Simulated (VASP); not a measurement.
# AlNi (P1) in VASP: single point with PBEsol

Aim: the single point of AlNi with PBEsol.

All numbers are computed with VASP 6.6.1; they aren't measurements. Logs are shortened: lines on timing, memory, paths and dates and some standing lists are left out, and cuts for length are marked.

### 1 The cell of the first run

The typed cell holds 4 atoms: a = 2.862 Å, b = 2.862 Å, c = 5.724 Å, α = 90.00°, β = 90.00°, γ = 90.00°.

### 2 Single point, PBEsol

File INCAR:

```
PREC = Accurate
ENCUT = 520
EDIFF = 1E-6
ISMEAR = 0
SIGMA = 0.15
LREAL = F
LASPH = T
NELM = 60
ALGO = Fast
ISIF = 2
LWAVE = F
LCHARG = F
GGA = PS
NBANDS = 21
```

File KPOINTS:

```
Automatic mesh
0
Gamma
  12 12 6
```

File POSCAR:

```
AlNi
1.0
    2.8621655516      0.0000000000      0.0000000000
    0.0000000000      2.8621655516      0.0000000000
    0.0000000000      0.0000000000      5.7243311031
Al Ni
2 2
Direct
   -0.0135311999      0.0371977804      0.4973535257
    0.0135311999     -0.0371977804      0.0026464743
    0.4752807721      0.5420607468      0.2624744151
    0.5247192279      0.4579392532      0.7375255849
```

Potentials or basis: VASP PAW PBE potentials, release 64 (Al, Ni).

Run with:

```bash
cat potpaw_PBE.64/Al/POTCAR potpaw_PBE.64/Ni/POTCAR > POTCAR
mpirun -np 1 vasp_std > vasp.out
```

OUTCAR:

```text
PREC = Accurate
   ENCUT = 520
   EDIFF = 1E-6
   ISMEAR = 0
   LREAL = F
   LASPH = T
   NELM = 60
   ISIF = 2
   GGA = PS

 ion  position               nearest neighbor table
   1  0.986  0.037  0.497-   4 2.26   4 2.39   3 2.40   3 2.42   3 2.44   3 2.46   4 2.53   4 2.65
                             2 2.84   2 2.90
   2  0.014  0.963  0.003-   3 2.33   3 2.46   4 2.50   4 2.52   4 2.54   4 2.56   3 2.59   3 2.71
                             1 2.84   1 2.90
   3  0.475  0.542  0.262-   2 2.33   1 2.40   1 2.42   1 2.44   2 2.46   1 2.46   2 2.59   2 2.71
                             4 2.73   4 3.02
   4  0.525  0.458  0.738-   1 2.26   1 2.39   2 2.50   2 2.52   1 2.53   2 2.54   2 2.56   1 2.65
                             3 2.73   3 3.02

  LATTYP: Found a simple tetragonal cell.
 ALAT       =     2.8621655516
 C/A-ratio  =     2.0000000000

  Lattice vectors:

 A1 = (   2.8621655516,   0.0000000000,   0.0000000000)
 A2 = (   0.0000000000,   2.8621655516,   0.0000000000)
 A3 = (   0.0000000000,   0.0000000000,   5.7243311031)

Analysis of symmetry for initial positions (statically):
=====================================================================
 Subroutine PRICEL returns:
 Original cell was already a primitive cell.

 Routine SETGRP: Setting up the symmetry group for a
 simple tetragonal supercell.

 Subroutine GETGRP returns: Found  1 space group operations
 (whereof  1 operations were pure point group operations)
 out of a pool of 16 trial point group operations.

The static configuration has the point symmetry C_1 .

Analysis of symmetry for dynamics (positions and initial velocities):
=====================================================================
 Subroutine PRICEL returns:
 Original cell was already a primitive cell.

 Routine SETGRP: Setting up the symmetry group for a
 simple tetragonal supercell.

 Subroutine GETGRP returns: Found  1 space group operations
 (whereof  1 operations were pure point group operations)
 out of a pool of 16 trial point group operations.

The dynamic configuration has the point symmetry C_1 .

 Subroutine INISYM returns: Found  1 space group operations
 (whereof  1 operations are pure point group operations),
 and found     1 'primitive' translations

----------------------------------------------------------------------------------------

                                     Primitive cell

  volume of cell :      46.8937

  direct lattice vectors                    reciprocal lattice vectors
     2.862165552  0.000000000  0.000000000     0.349385800  0.000000000  0.000000000
[... 93 lines left out ...]
   NSW    =      0    number of steps for IOM
   IBRION =     -1    ionic relax: 0-MD 1-quasi-New 2-CG
   NFREE  =      0    steps in history (QN), initial steepest desc. (CG)
   ISIF   =      2    stress and relaxation
   ISYM   =      2    0-nonsym 1-usesym 2-fastsym
   POTIM  = 0.5000    time-step for ionic-motion
   TEBEG  =    0.0;   TEEND  =   0.0 temperature during run
   PSTRESS=    0.0 pullay stress
   NELECT =      26.0000    total number of electrons
   NUPDOWN=      -1.0000    fix difference up-down
   EMIN   =  10.00;   EMAX   =-10.00  energy-range for DOS
   EFERMI =   0.00;   METHOD = LEGACY
   ISMEAR =     0;   SIGMA  =   0.15  broadening in eV -4-tet -1-fermi 0-gaus
   EFERMI_NEDOS =   21; number of points for ismear=-14 and -15
   IALGO  =     68    algorithm
   IMIX   =      4    mixing-type and parameters
     AMIX     =   0.40;   BMIX     =  1.00
     AMIX_MAG =   1.60;   BMIX_MAG =  1.00
  volume/ion in A,a.u.               =      11.72        79.11
  Fermi-wavevector in a.u.,A,eV,Ry     =   1.344914  2.541519 24.610134  1.808794
  Thomas-Fermi vector in A             =   2.472869
   LORBIT       =      0    0 simple, 1 ext, 2 COOP (PROOUT), +10 PAW based schemes
   GGA     = PS    functional components
   LHFCALC =     F    Hartree Fock is set to
   AEXX    =    0.0000 exact exchange contribution
   IVDW    =     0    specifies the selected vdW correction
   LEPSILON=     F    determine dielectric tensor
   LRPA    =     F    only Hartree local field effects (RPA)
 non-spin polarized calculation
 RMM-DIIS sequential band-by-band and
 Gauss-broadening in eV      SIGMA  =   0.15
  energy-cutoff  :      520.00
  volume of cell :       46.89
 maximum number of plane-waves:      1294
 NGX is ok and might be reduce to    24
   NGX = 11   NGY = 11   NGZ = 21

 number of electron      26.0000010 magnetization

 Free energy of the ion-electron system (eV)
  ---------------------------------------------------
  ext. energy  EPLUGINS =         0.00000000
  ---------------------------------------------------
  free energy    TOTEN  =       -22.90142630 eV

  energy without entropy =      -22.88208997  energy(sigma->0) =      -22.89175813

 E-fermi :  10.1686     XC(G=0): -12.2518

 val. band max:       10.1675526398   @ k =  -0.2500   0.4167   0.5000
 cond. band min:      10.1693668156   @ k =   0.3333  -0.0833  -0.3333
 fundamental gap:      0.0018141758
 Fermi energy:        10.1685917547

 k-point     1 :       0.0000    0.0000    0.0000
  band No.  band energies     occupation
      1      -1.1169      2.00000
      2       3.1767      2.00000
      3       3.2740      2.00000
      4       6.7751      2.00000
      5       6.8199      2.00000
      6       7.2564      2.00000
[... 565 lines left out ...]
     20      20.3983      0.00000
     21      21.5023      0.00000

 [... further k-points ...]

------------------------ aborting loop because EDIFF is reached ----------------------------------------

  FORCE on cell =-STRESS in cart. coord.  units (eV):
  Direction    XX          YY          ZZ          XY          YZ          ZX
  --------------------------------------------------------------------------------------
  -------------------------------------------------------------------------------------
  Total        0.8702218      0.5684552      1.2327458     -0.5345078      0.3592290     -0.2472064
  in kB       29.7321475     19.4219370     42.1182070    -18.2620870     12.2734794     -8.4460982
  external PRESSURE =      30.4240971 kB  Pullay stress =       0.0000000 kB

 VOLUME and BASIS-vectors are now :
 -----------------------------------------------------------------------------
  energy-cutoff  :      520.00
  volume of cell :       46.89
      direct lattice vectors                 reciprocal lattice vectors
     2.862165552  0.000000000  0.000000000     0.349385800  0.000000000  0.000000000
     0.000000000  2.862165552  0.000000000     0.000000000  0.349385800  0.000000000
     0.000000000  0.000000000  5.724331103     0.000000000  0.000000000  0.174692900

 POSITION                                       TOTAL-FORCE (eV/Angst)
 -----------------------------------------------------------------------------------
      2.82344      0.10647      2.84702         0.384017     -0.906053     -0.139049
      0.03873      2.75570      0.01515        -0.297140      0.674892     -0.468698
      1.36033      1.55147      1.50249         0.480498     -0.697967     -0.385389
      1.50183      1.31070      4.22184        -0.567375      0.929128      0.993136
 -----------------------------------------------------------------------------------
    total drift:                               -0.000048      0.000085      0.000073

  FREE ENERGIE OF THE ION-ELECTRON SYSTEM (eV)
  ---------------------------------------------------
  free  energy   TOTEN  =       -22.9014262961 eV

  energy  without entropy=      -22.8820899715  energy(sigma->0) =      -22.89175813
```

OSZICAR:

```text
N       E                     dE             d eps       ncg     rms          rms(c)
DAV:   1     0.126762891816E+03    0.12676E+03   -0.11214E+04 18408   0.140E+03
DAV:   2    -0.196716905810E+02   -0.14643E+03   -0.13883E+03 18417   0.269E+02
DAV:   3    -0.260244329074E+02   -0.63527E+01   -0.62152E+01 21587   0.702E+01
DAV:   4    -0.261481089948E+02   -0.12368E+00   -0.12354E+00 21211   0.876E+00
DAV:   5    -0.261524880015E+02   -0.43790E-02   -0.43788E-02 22036   0.173E+00    0.180E+01
RMM:   6    -0.299124416403E+02   -0.37600E+01   -0.48963E+01 20839   0.797E+01    0.243E+01
RMM:   7    -0.229556516632E+02    0.69568E+01   -0.14188E+01 18664   0.443E+01    0.172E+00
RMM:   8    -0.229423539758E+02    0.13298E-01   -0.46366E-01 19399   0.649E+00    0.200E+00
RMM:   9    -0.229307440384E+02    0.11610E-01   -0.80695E-02 21093   0.291E+00    0.158E+00
RMM:  10    -0.229035365660E+02    0.27207E-01   -0.40431E-02 20069   0.160E+00    0.506E-01
RMM:  11    -0.229014319005E+02    0.21047E-02   -0.75566E-03 22061   0.998E-01    0.237E-01
RMM:  12    -0.229014231857E+02    0.87148E-05   -0.14287E-03 22868   0.328E-01    0.108E-01
RMM:  13    -0.229014198451E+02    0.33405E-05   -0.42319E-04 25541   0.163E-01    0.346E-02
RMM:  14    -0.229014258936E+02   -0.60485E-05   -0.10169E-04 24920   0.647E-02    0.193E-02
RMM:  15    -0.229014258396E+02    0.54012E-07   -0.18415E-05 22552   0.401E-02    0.657E-03
RMM:  16    -0.229014262961E+02   -0.45652E-06   -0.85726E-06 21181   0.225E-02
   1 F= -.22901426E+02 E0= -.22891758E+02  d E =-.193363E-01
```

stdout:

```text
POSCAR found type information on POSCAR AlNi
 POSCAR found :  2 types and       4 ions
 scaLAPACK will be used
 -----------------------------------------------------------------------------
|                                                                             |
|                                                                             |
|     You enforced a specific xc type in the INCAR file but a different       |
|     I HOPE YOU KNOW WHAT YOU ARE DOING!                                     |
|                                                                             |
 -----------------------------------------------------------------------------

 LDA part: xc-table for (Slater+PW92), standard interpolation
 POSCAR, INCAR and KPOINTS ok, starting setup
 FFT: planning ... GRIDC
 FFT: planning ... GRID_SOFT
 FFT: planning ... GRID
 WAVECAR not read
 entering main loop
```

Run time: 6.6 min. Hardware: 1 thread of AMD EPYC 7R43 (Zen 3), shared host; peak memory 0.43 GiB.

Results:

| Property | Result |
| --- | --- |
| Free energy | -22.9014 eV |
| Pressure | 3.0 GPa |
| Largest force | 1.474 eV/Å |
| Band gap on the k mesh | zero (bands 13 and 14 overlap by 2.80 eV) |

Forces on the atoms (eV/Å):
```
Al   0.384 -0.906 -0.139
Al  -0.297  0.675 -0.469
Ni   0.480 -0.698 -0.385
Ni  -0.567  0.929  0.993
```

Stress tensor (GPa, compression positive):
```
 2.97 -1.83 -0.84
-1.83  1.94  1.23
-0.84  1.23  4.21
```

Caveat: the cell stands under pressure; the PAW data sets were made with another functional, which shifts forces and pressure a little.
